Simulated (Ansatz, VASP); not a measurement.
# Al2Cu: VASP beside Ansatz

INCAR

```
SYSTEM = Al2Cu
ALGO     = Fast           ! electronic algorithm
EDIFF    = 1E-6           ! SCF threshold, eV
ENCUT    = 520            ! plane-wave cutoff, eV
GGA      = PS             ! functional
ISIF     = 2              ! what is computed and relaxed
ISMEAR   = 0              ! smearing method
LASPH    = .True.         ! aspherical terms in the spheres
LCHARG   = .False.        ! write CHGCAR
LREAL    = .False.        ! projectors in reciprocal space
LWAVE    = .False.        ! write WAVECAR
NBANDS   = 16             ! bands
NELM     = 80             ! most SCF steps
PREC     = Accurate       ! precision mode
SIGMA    = 0.15           ! smearing width, eV
```

The input KPOINTS:

```
k-points
0
Gamma
  16 16 16
  0 0 0
```

File POSCAR:

```
Al2Cu
1.0
   -2.0550010200      2.0550010200      2.9489040758
    2.0550010200     -2.0550010200      2.9489040758
    2.0550010200      2.0550010200     -2.9489040758
Al Cu
2 1
Direct
    0.7500000000      0.2500000000      0.5000000000
    0.2500000000      0.7500000000      0.5000000000
    0.5000000000      0.5000000000      0.0000000000
```

Input for Ansatz:

```yaml
crystal:
  lattice:
    - [-2.05500102, 2.05500102, 2.9489040758]
    - [2.05500102, -2.05500102, 2.9489040758]
    - [2.05500102, 2.05500102, -2.9489040758]
  atoms:
    - { symbol: Al, position: [0.75, 0.25, 0.5] }
    - { symbol: Al, position: [0.25, 0.75, 0.5] }
    - { symbol: Cu, position: [0.5, 0.5, 0.0] }
basis:
  ecutwfc: 420
kpoints:
  mp_grid: { grid: [16, 16, 16] }
hamiltonian:
  xc: pbesol
scf:
  occupations: { method: gaussian, width: 0.15 }
output:
  forces: true
  stress: true
  eigenvalues: true
```

Change from the starting cell: strain +0.015 along x and y, +0.030 along z, atoms carried along.

Alike in both runs: task single point; functional PBEsol; k mesh 16 × 16 × 16; occupations gaussian, width 0.15 eV; no spin polarisation.

|  | VASP | Ansatz |
| --- | --- | --- |
| version | VASP 6.6.1 | Ansatz 0.2.0 |
| potentials or method | VASP PAW PBE potentials, release 64 (Al, Cu), cutoff 520 eV | scalar-relativistic, plane waves, PAW |
| valence electrons in the cell | 17 | 25 |

VASP gave:

```
gap on the k mesh at the Fermi level (eV)                     : none
pressure (GPa)                                                : -5.2
traceless stress, the component that is largest in VASP (GPa) : -0.86
```

Task: What did Ansatz give for the same quantities?

Result: gap on the k mesh at the Fermi level (eV): none; pressure (GPa): -5.4; traceless stress, the component that is largest in VASP (GPa): -0.87.

VASP's potentials were made for PBE, not for PBEsol. A gap of «none» marks a metal or a gap that the smearing closes. The functional is the same, so the differences come from potentials, cutoffs and numerics. VASP's potentials hold 17 valence electrons a cell and Ansatz's 25, so a difference there can come from the potentials and not from the codes.
